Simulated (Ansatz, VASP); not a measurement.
Two plane-wave programs on BeS

```
Be S
1.0
     0.00000    2.37407    2.37407
     2.37407    0.00000    2.37407
     2.37407    2.37407    0.00000
Be S
1 1
Direct
  0.00000 0.00000 0.00000
  0.25000 0.25000 0.25000
```

Change from the starting cell: strained cell.

Alike in both runs: functional LDA; k mesh 8 × 8 × 8; occupations gaussian, width 0.02 eV; no spin polarisation.

Ansatz relaxed the structure, and its values are those at the end. VASP's run is a single point on that final structure, the one shown.

|  | VASP | Ansatz |
| --- | --- | --- |
| version | VASP 6.6.1 | Ansatz 0.2.0 |
| potentials or method | VASP PAW LDA potentials, release 64 (Be, S), cutoff 600 eV | scalar-relativistic, plane waves, PAW |
| valence electrons in the cell | 8 | 8 |

Ansatz gave:

- gap on the k mesh at the Fermi level (eV): 2.75
- least direct gap on the mesh (eV): 5.48
- pressure (GPa): 3.3

What did VASP give for the same quantities?

gap on the k mesh at the Fermi level (eV): 2.76; least direct gap on the mesh (eV): 5.51; pressure (GPa): 3.3.

Ansatz warns that its potentials were made for another functional, while VASP's fit it. LDA's correlation is that of Perdew and Zunger in VASP and of Perdew and Wang (1992) in Ansatz. Ansatz's warnings: stress scf threshold loose.
